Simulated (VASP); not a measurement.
BC4, 5 atoms in the cell. The cell holds a sheet with vacuum, 5 atoms: a = 2.898 Å, b = 4.341 Å, c = 26.284 Å, α = 90.00°, β = 90.00°, γ = 90.00°. The cell was generated, and may not be a known phase.

| Property | Result |
| --- | --- |
| Program | VASP 6.6.1 |
| Task | single point |
| Functional | PBE |
| Potentials or basis | VASP PAW PBE potentials, release 64 (B_h, C_h) |
| Cutoff | 1000 eV |
| k mesh | 14 × 10 × 1 |
| Occupations | gaussian, width 0.1 eV |
| Spin | no spin polarisation |
| Dipole correction | yes |
| Further INCAR settings | ALGO = Normal; EDIFF = 1e-06; NBANDS = 18; NELMDL = -8 |

Potentials or basis: VASP PAW PBE potentials, release 64 (B_h, C_h).

Run with:

```bash
$ cat potpaw_PBE.64/B_h/POTCAR potpaw_PBE.64/C_h/POTCAR > POTCAR
$ mpirun -np 1 vasp_std > vasp.out
```

Hardware: 1 thread of Intel(R) Xeon(R) 6975P-C (Granite Rapids) (shared host).

Q: Estimate the wall time of this run.

A: Run time: 15 min on 1 thread of Intel(R) Xeon(R) 6975P-C (Granite Rapids) (shared host), peak memory 1.2 GiB. Counts: scf iterations 24, k points 48.
